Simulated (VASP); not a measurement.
K2Ti: single point with PBE

The system is K2Ti.

```
K Ti
1.0
    -1.71442    1.71442   10.06642
     1.71442   -1.71442   10.06642
     1.71442    1.71442  -10.06642
K Ti
2 1
Direct
  0.64467 0.64467 0.00000
  0.35533 0.35533 0.00000
  0.00000 0.00000 0.00000
```

* Program: VASP 6.6.1
* Task: single point
* Functional: PBE
* Potentials or basis: VASP PAW PBE potentials, release 64 (K_sv, Ti_sv)
* Cutoff: 520 eV
* k mesh: 6 × 6 × 6
* Occupations: gaussian, width 0.1 eV
* Spin: no spin polarisation
* Dipole correction: no
* Further INCAR settings: ALGO = Normal; EDIFF = 1e-07; NBANDS = 22

```yaml
Pressure: 0.0 GPa
Largest_force: 0.004 eV/Å
Band_gap_on_the_k_mesh: zero (band 15 reaches 1.84 eV, above the bottom of band 16 at 1.43 eV)
```

Forces in eV/Å, atoms in the order of the input:
```
K    0.000  0.000  0.004
K    0.000  0.000 -0.004
Ti   0.000  0.000  0.000
```

Levels at points of the mesh, in eV from the Fermi level:
```csv
k point,band 12,band 13,band 14,band 15,band 16,band 17,band 18,band 19
"(0.00, 0.00, 0.00)",-14.99,-3.56,-1.59,-1.26,-0.30,0.01,1.03,1.03
"(0.50, 0.00, 0.00)",-14.93,-1.19,-0.44,-0.09,0.16,0.98,1.14,1.17
"(0.50, 0.50, 0.00)",-15.02,-0.61,0.00,0.00,0.01,1.07,1.93,1.98
"(0.50, 0.50, 0.50)",-14.99,-3.45,-2.21,-0.67,-0.30,0.38,1.03,1.03
```

Wall time 11 min on 1 thread of Intel(R) Xeon(R) 6975P-C (Granite Rapids), on a shared host, peak memory 0.9 GiB.

Caveat: the k points lie up to 0.43 Å⁻¹ apart.
